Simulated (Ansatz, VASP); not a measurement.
**One calculation of Ni, two programs**

```
Ni
1.0
     2.47955    0.00000    0.00000
    -1.23978    2.14736    0.00000
     0.00000    0.00000    8.19093
Ni
4
Cartesian
  0.0000 0.0000 0.0000
  0.0000 0.0000 4.0955
  0.0000 1.4316 6.1432
  1.2398 0.7158 2.0477
```

Alike in both runs: functional PBE; k mesh 9 × 9 × 2; occupations gaussian, width 0.1 eV; collinear spin.

Ansatz relaxed the structure, and its values are those at the end. VASP's run is a single point on that final structure, the one shown.

|  | VASP | Ansatz |
| --- | --- | --- |
| version | VASP 6.6.1 | Ansatz 0.2.0 |
| potentials or method | VASP PAW PBE potentials, release 64 (Ni), cutoff 520 eV | scalar-relativistic, plane waves, PAW |
| valence electrons in the cell | 40 | 72 |

```csv
,VASP,Ansatz,Ansatz less VASP
gap on the k mesh at the Fermi level (eV),none,none,-
pressure (GPa),-0.1,0.0,+0.09
net moment per atom (μB),0.62,0.63,+0.017
size of the moment on the site where the two differ most (μB),0.63,0.68,+0.045
```

Site moments also hang on the region over which each program counts them. A gap of «none» marks a metal or a gap that the smearing closes. VASP's potentials hold 40 valence electrons a cell and Ansatz's 72, so a difference there can come from the potentials and not from the codes.

The k mesh is coarse, so the values compare programs but aren't converged.
